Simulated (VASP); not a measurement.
A run of VASP 6.6.1 is set up as follows.

INCAR

```
PREC = Accurate
ENCUT = 520
EDIFF = 1E-6
ISMEAR = -1
SIGMA = 0.05
LREAL = False
LASPH = True
NELM = 100
ALGO = Normal
ISIF = 2
LWAVE = False
LCHARG = True
GGA = PE
LELF = True
LVHAR = True
NBANDS = 18
```

Contents of KPOINTS:

```
regular mesh
0
Gamma
  8 8 6
```

File POSCAR:

```
P
1.0
    1.6560789589     -5.6393418608      0.0000000000
    1.6560789589      5.6393418608      0.0000000000
    0.0000000000      0.0000000000      4.5619686933
P
4
Direct
    0.9059626393      0.0940373607      0.5864863030
    0.0940373607      0.9059626393      0.4135136970
    0.5940373607      0.4059626393      0.0864863030
    0.4059626393      0.5940373607      0.9135136970
```

Potentials or basis: VASP PAW PBE potentials, release 64 (P).

The run is started by

```bash
$ cat potpaw_PBE.64/P/POTCAR > POTCAR
$ mpirun -np 1 vasp_std > vasp.out
```

Predict the pressure.

-0.3 GPa.

Predict the largest force.

0.048 eV/Å.

Forces in eV/Å, atoms in the order of the input:
```
P    0.000 -0.034  0.033
P    0.000  0.034 -0.033
P    0.000  0.034  0.033
P    0.000 -0.034 -0.033
```
